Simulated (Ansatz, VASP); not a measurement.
**CdTe in VASP and in Ansatz**

```
Cd Te
1.0
     0.00000    3.34555    3.34555
     3.34555    0.00000    3.34555
     3.34555    3.34555    0.00000
Cd Te
1 1
Direct
  0.00000 0.00000 0.00000
  0.25000 0.25000 0.25000
```

Change from the starting cell: hydrostatic strain +2.0%.

Alike in both runs: task single point; functional HSE06; k mesh 4 × 4 × 4; no spin polarisation.

|  | VASP | Ansatz |
| --- | --- | --- |
| version | VASP 6.6.1 | Ansatz 0.2.0 |
| potentials or method | VASP PAW PBE potentials, release 64 (Cd, Te) | plane waves, PAW |
| plane-wave cutoff (eV) | 520 | 420 |
| occupations | gaussian, width 0.01 eV | fixed |
| valence electrons in the cell | 18 | 36 |

Ansatz gave:

- gap on the k mesh at the Fermi level (eV): 1.32
- pressure (GPa): -1.9

Q: Estimate VASP's values.

A: gap on the k mesh at the Fermi level (eV): 1.25; pressure (GPa): -1.9.

VASP's potentials hold 18 valence electrons a cell and Ansatz's 36, so a difference there can come from the potentials and not from the codes. Ansatz's warnings: stress exchange threshold loose, stress scf threshold loose.

Spin-orbit coupling is off throughout.
